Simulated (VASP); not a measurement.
# BeS (F-43m) in VASP: a series of runs, part 2 of 2

VASP 6.6.1.

### 5 Single point, PBE

INCAR reads:

```
SYSTEM = BeS
  PREC = Accurate
  ENCUT = 520
  EDIFF = 1E-6
  ISMEAR = 0
  SIGMA = 0.01
  LREAL = .False.
  LASPH = .True.
  NELM = 100
  ALGO = Normal
  ISIF = 2
  LWAVE = .False.
  LCHARG = .False.
  GGA = PE
  NBANDS = 11
```

KPOINTS reads:

```
regular mesh
0
Gamma
  6 6 6
  0 0 0
```

POSCAR reads:

```
BeS
1.0
    0.0000000000      2.4343066380      2.4343066380
    2.4343066380      0.0000000000      2.4343066380
    2.4343066380      2.4343066380      0.0000000000
Be S
1 1
Direct
    0.0000000000      0.0000000000      0.0000000000
    0.2500000000      0.2500000000      0.2500000000
```

Potentials or basis: VASP PAW PBE potentials, release 64 (Be, S).

The run is started by

```
> cat potpaw_PBE.64/Be/POTCAR potpaw_PBE.64/S/POTCAR > POTCAR
> mpirun -np 1 vasp_std > vasp.out
```

OUTCAR:

```text
SYSTEM = BeS
   PREC = Accurate
   ENCUT = 520
   EDIFF = 1E-6
   ISMEAR = 0
   LREAL = .False.
   LASPH = .True.
   NELM = 100
   ISIF = 2
   GGA = PE

 ion  position               nearest neighbor table
   1  0.000  0.000  0.000-   2 2.11   2 2.11   2 2.11   2 2.11
   2  0.250  0.250  0.250-   1 2.11   1 2.11   1 2.11   1 2.11

  LATTYP: Found a face centered cubic cell.
 ALAT       =     4.8686132760

  Lattice vectors:

 A1 = (   0.0000000000,   2.4343066380,   2.4343066380)
 A2 = (   2.4343066380,   0.0000000000,   2.4343066380)
 A3 = (   2.4343066380,   2.4343066380,   0.0000000000)

Analysis of symmetry for initial positions (statically):
=====================================================================
 Subroutine PRICEL returns:
 Original cell was already a primitive cell.

 Routine SETGRP: Setting up the symmetry group for a
 face centered cubic supercell.

 Subroutine GETGRP returns: Found 24 space group operations
 (whereof 24 operations were pure point group operations)
 out of a pool of 48 trial point group operations.

The static configuration has the point symmetry T_d .

Analysis of symmetry for dynamics (positions and initial velocities):
[... 161 lines left out ...]
      2       4.0585      2.00000
      3       4.0585      2.00000
      4       4.0585      2.00000
      5       9.7316      0.00000
      6       9.7316      0.00000
      7       9.7316      0.00000
      8       9.8469      0.00000
      9      16.8488      0.00000
     10      16.8488      0.00000
     11      18.8406      0.00000
[... 197 lines left out ...]
 k-point    16 :      -0.3333    0.5000    0.1667
  band No.  band energies     occupation
      1      -7.4070      2.00000
      2      -0.4882      2.00000
      3       0.6892      2.00000
      4       0.9177      2.00000
      5       9.2086      0.00000
      6      10.7242      0.00000
      7      14.0281      0.00000
      8      14.4901      0.00000
      9      18.4250      0.00000
     10      18.4692      0.00000
     11      20.9761      0.00000

------------------------ aborting loop because EDIFF is reached ----------------------------------------

  FORCE on cell =-STRESS in cart. coord.  units (eV):
  Direction    XX          YY          ZZ          XY          YZ          ZX
  --------------------------------------------------------------------------------------
  -------------------------------------------------------------------------------------
  Total        0.0875142      0.0875142      0.0875142      0.0000000      0.0000000      0.0000000
  in kB        4.8599651      4.8599651      4.8599651      0.0000000      0.0000000      0.0000000
  external PRESSURE =       4.8599651 kB  Pullay stress =       0.0000000 kB

 VOLUME and BASIS-vectors are now :
 -----------------------------------------------------------------------------
  energy-cutoff  :      520.00
  volume of cell :       28.85
      direct lattice vectors                 reciprocal lattice vectors
     0.000000000  2.434306638  2.434306638    -0.205397296  0.205397296  0.205397296
     2.434306638  0.000000000  2.434306638     0.205397296 -0.205397296  0.205397296
     2.434306638  2.434306638  0.000000000     0.205397296  0.205397296 -0.205397296

 POSITION                                       TOTAL-FORCE (eV/Angst)
 -----------------------------------------------------------------------------------
      0.00000      0.00000      0.00000        -0.000000     -0.000000      0.000000
      1.21715      1.21715      1.21715         0.000000      0.000000     -0.000000
 -----------------------------------------------------------------------------------
    total drift:                                0.000000      0.000000      0.000000

  FREE ENERGIE OF THE ION-ELECTRON SYSTEM (eV)
  ---------------------------------------------------
  free  energy   TOTEN  =       -10.0105092909 eV

  energy  without entropy=      -10.0105092909  energy(sigma->0) =      -10.01050929
```

OSZICAR:

```text
N       E                     dE             d eps       ncg     rms          rms(c)
DAV:   1     0.207321929033E+02    0.20732E+02   -0.37672E+03   352   0.622E+02
DAV:   2    -0.895557825502E+01   -0.29688E+02   -0.28569E+02   448   0.114E+02
DAV:   3    -0.101723835482E+02   -0.12168E+01   -0.12142E+01   445   0.234E+01
DAV:   4    -0.101799713530E+02   -0.75878E-02   -0.75864E-02   460   0.216E+00
DAV:   5    -0.101800326472E+02   -0.61294E-04   -0.61294E-04   444   0.179E-01    0.557E+00
DAV:   6    -0.100480935713E+02    0.13194E+00   -0.11932E-01   411   0.163E+00    0.380E+00
DAV:   7    -0.100091235979E+02    0.38970E-01   -0.11491E-01   424   0.177E+00    0.101E+00
DAV:   8    -0.100103649264E+02   -0.12413E-02   -0.64789E-03   458   0.409E-01    0.142E-01
DAV:   9    -0.100104601806E+02   -0.95254E-04   -0.51356E-04   448   0.143E-01    0.292E-02
DAV:  10    -0.100105041425E+02   -0.43962E-04   -0.78602E-05   411   0.492E-02    0.999E-03
DAV:  11    -0.100105089990E+02   -0.48565E-05   -0.17656E-05   447   0.215E-02    0.892E-03
DAV:  12    -0.100105092909E+02   -0.29186E-06   -0.45121E-07   315   0.480E-03
   1 F= -.10010509E+02 E0= -.10010509E+02  d E =-.189338E-87
```

stdout:

```text
POSCAR found type information on POSCAR BeS
 POSCAR found :  2 types and       2 ions
 scaLAPACK will be used
 LDA part: xc-table for (Slater+PW92), standard interpolation
 POSCAR, INCAR and KPOINTS ok, starting setup
 FFT: planning ... GRIDC
 FFT: planning ... GRID_SOFT
 FFT: planning ... GRID
 WAVECAR not read
 entering main loop
```

Wall time 4.6 s (1 thread of Intel Xeon 6975P-C, shared host); peak memory 0.15 GiB.

What came out:

```yaml
Free_energy: -10.0105 eV
Pressure: 0.5 GPa
Band_gap_on_the_k_mesh: 3.14 eV, indirect (least direct gap 5.67 eV)
```

### 6 Single point, r2SCAN

POSCAR is that of step 5.

INCAR.step1 reads:

```
SYSTEM = BeS
PREC = Accurate
ENCUT = 520
ISMEAR = 0
SIGMA = 0.01
LREAL = .FALSE.
LASPH = .TRUE.
NELM = 80
NBANDS = 11
GGA = PE
ALGO = Normal
EDIFF = 1E-4
LWAVE = .TRUE.
LCHARG = .FALSE.
```

INCAR.step2 reads:

```
SYSTEM = BeS
PREC = Accurate
ENCUT = 520
EDIFF = 1E-6
ISMEAR = 0
SIGMA = 0.01
LREAL = .FALSE.
LASPH = .TRUE.
NELM = 80
ALGO = Normal
ISIF = 2
LWAVE = .FALSE.
LCHARG = .FALSE.
METAGGA = R2SCAN
LMIXTAU = .TRUE.
NBANDS = 11
ISTART = 1
```

KPOINTS reads:

```
regular mesh
0
G
  4 4 4
  0 0 0
```

Potentials or basis: VASP PAW PBE potentials, release 64 (Be, S).

The run is started by

```
> cat potpaw_PBE.64/Be/POTCAR potpaw_PBE.64/S/POTCAR > POTCAR
> cp INCAR.step1 INCAR
> mpirun -np 1 vasp_std > vasp.out
> cp INCAR.step2 INCAR
> mpirun -np 1 vasp_std > vasp.out
```

Wall time 15 s (1 thread of Intel Xeon 6975P-C, shared host); peak memory 0.15 GiB.

It converged, with:

```yaml
Free_energy: -14.7404 eV
Pressure: 0.8 GPa
Band_gap_on_the_k_mesh: 3.59 eV, indirect (least direct gap 6.25 eV)
```

Levels at points of the mesh, in eV from the valence-band top:
| k point | band 1 | band 2 | band 3 | band 4 | band 5 | band 6 | band 7 | band 8 |
| --- | --- | --- | --- | --- | --- | --- | --- | --- |
| (0.00, 0.00, 0.00) | -14.22 | 0.00 | 0.00 | 0.00 | 6.25 | 6.25 | 6.25 | 6.58 |
| (0.50, 0.00, 0.00) | -12.57 | -5.89 | -1.04 | -1.04 | 6.05 | 7.13 | 7.13 | 11.99 |
| (0.50, 0.50, 0.00) | -12.01 | -5.13 | -2.68 | -2.68 | 3.59 | 5.38 | 13.76 | 13.76 |

Caveat: the k points lie up to 0.56 Å⁻¹ apart; the PAW data sets were made with another functional, which shifts forces and pressure a little. r2SCAN opens gaps a little over a GGA but as a rule still falls short of measured ones.

### 7 The runs side by side

| level | potentials or basis | k mesh | gap on the mesh (eV) | pressure (GPa) |
| --- | --- | --- | --- | --- |
| PBE | VASP PAW PBE potentials, release 64 (Be, S) | 4 × 4 × 4 | 3.12 | 1.0 |
| LDA | VASP PAW LDA potentials, release 64 (Be, S) | 4 × 4 × 4 | 2.91 | -3.7 |
| PBE | VASP PAW PBE potentials, release 64 (Be, S) | 6 × 6 × 6 | 3.14 | 0.5 |
| r2SCAN | VASP PAW PBE potentials, release 64 (Be, S) | 4 × 4 × 4 | 3.59 | 0.8 |

Alike in all rows: task single point; no spin polarisation; cell as given; cutoff (eV) 520; smearing gaussian 0.01 eV.

Caveats: some runs use coarse meshes; the PAW data sets were made with another functional, which shifts forces and pressure a little (some runs).

Absolute energies hang on the potentials; compare differences alone.
